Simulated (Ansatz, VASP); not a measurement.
## Two plane-wave programs on AlIn2N3

File INCAR:

```
PREC = Accurate ; ENCUT = 520
EDIFF = 1E-6 ; ISMEAR = 0
SIGMA = 0.1 ; LREAL = F
LASPH = T ; NELM = 100
ALGO = Normal ; ISIF = 2
LWAVE = F ; LCHARG = T
GGA = PE ; LELF = T
LVHAR = T ; NBANDS = 56
```

KPOINTS

```
Automatic mesh
0
Gamma
  4 4 4
```

Contents of POSCAR:

```
AlIn2N3
1.0
    5.1481022800     -2.9628729800      0.0000000000
    5.1481022800      2.9628729800      0.0000000000
    0.0000000000      0.0000000000      5.5000381500
Al In N
2 4 6
Direct
    0.3412430100      0.6587569900      0.4892180000
    0.6587569900      0.3412430100      0.9892180000
    0.9882950300      0.3354130200      0.4871209900
    0.6645869800      0.0117049700      0.4871209900
    0.0117049700      0.6645869800      0.9871209900
    0.3354130200      0.9882950300      0.9871209900
    0.9688550400      0.3329590100      0.8856369900
    0.6670409900      0.0311449600      0.8856369900
    0.0311449600      0.6670409900      0.3856369900
    0.3329590100      0.9688550400      0.3856369900
    0.3686429900      0.6313570100      0.8372660000
    0.6313570100      0.3686429900      0.3372660000
```

Input for Ansatz:

```yaml
crystal:
  lattice:
    - [5.14810228, -2.96287298, 0.0]
    - [5.14810228, 2.96287298, 0.0]
    - [0.0, 0.0, 5.50003815]
  atoms:
    - { symbol: Al, position: [0.34124301, 0.65875699, 0.489218] }
    - { symbol: Al, position: [0.65875699, 0.34124301, 0.989218] }
    - { symbol: In, position: [0.98829503, 0.33541302, 0.48712099] }
    - { symbol: In, position: [0.66458698, 0.01170497, 0.48712099] }
    - { symbol: In, position: [0.01170497, 0.66458698, 0.98712099] }
    - { symbol: In, position: [0.33541302, 0.98829503, 0.98712099] }
    - { symbol: "N", position: [0.96885504, 0.33295901, 0.88563699] }
    - { symbol: "N", position: [0.66704099, 0.03114496, 0.88563699] }
    - { symbol: "N", position: [0.03114496, 0.66704099, 0.38563699] }
    - { symbol: "N", position: [0.33295901, 0.96885504, 0.38563699] }
    - { symbol: "N", position: [0.36864299, 0.63135701, 0.837266] }
    - { symbol: "N", position: [0.63135701, 0.36864299, 0.337266] }
basis:
  ecutwfc: 420
kpoints:
  mp_grid: { grid: [4, 4, 4] }
hamiltonian:
  xc: pbe
scf:
  occupations: { method: gaussian, width: 0.1 }
  lower_state_search: "off"
output:
  forces: true
  stress: true
  eigenvalues: true
```

Alike in both runs: task single point; functional PBE; k mesh 4 × 4 × 4; occupations gaussian, width 0.1 eV; no spin polarisation.

|  | VASP | Ansatz |
| --- | --- | --- |
| version | VASP 6.6.1 | Ansatz 0.2.0 |
| potentials or method | VASP PAW PBE potentials, release 64 (Al, In_d, N), cutoff 520 eV | scalar-relativistic, plane waves, PAW |
| valence electrons in the cell | 88 | 88 |

```tsv
	VASP	Ansatz	Ansatz less VASP
gap on the k mesh at the Fermi level (eV)	0.88	0.88	+0.003
least direct gap on the mesh (eV)	0.88	0.88	+0.003
pressure (GPa)	-0.1	-0.2	-0.06
rms of the force components (eV/Å)	0.003	0.017	+0.0143
```

Atom by atom the forces differ by 0.014 eV/Å (rms over components).
